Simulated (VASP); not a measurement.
ScNb, 2 atoms in the cell. It takes space group P-6m2 (No. 187, hexagonal). Conventional cell: a = 3.066 Å, b = 3.066 Å, c = 5.072 Å, α = 90.00°, β = 90.00°, γ = 120.00°. Within 4.0 Å of Sc (site symmetry -6m2) lie 6 Sc at 3.07 Å and 6 Nb at 3.09 Å. Within 4.0 Å of Nb (site symmetry -6m2) lie 6 Nb at 3.07 Å and 6 Sc at 3.09 Å. 

* Program: VASP 6.6.1
* Task: single point
* Functional: PBE
* Potentials or basis: VASP PAW PBE potentials, release 64 (Sc_sv, Nb_sv)
* Cutoff: 520 eV
* k mesh: 6 × 6 × 4
* Occupations: tetrahedron
* Spin: no spin polarisation
* Dipole correction: no
* Further INCAR settings: ALGO = Normal; EDIFF = 1e-07; NBANDS = 19

Potentials or basis: VASP PAW PBE potentials, release 64 (Sc_sv, Nb_sv).

Run with:

```bash
$ cat potpaw_PBE.64/Sc_sv/POTCAR potpaw_PBE.64/Nb_sv/POTCAR > POTCAR
$ mpirun -np 1 vasp_std > vasp.out
```

Hardware: 1 thread of AMD EPYC 7R43 64-Core Processor (Zen 3), with other jobs on the host.

Question: How long does it take, and how much memory?

Answer: It took 38 s on 1 thread of AMD EPYC 7R43 64-Core Processor (Zen 3), on a shared host, peak memory 0.12 GiB. Counts: scf iterations 18, k points 21.
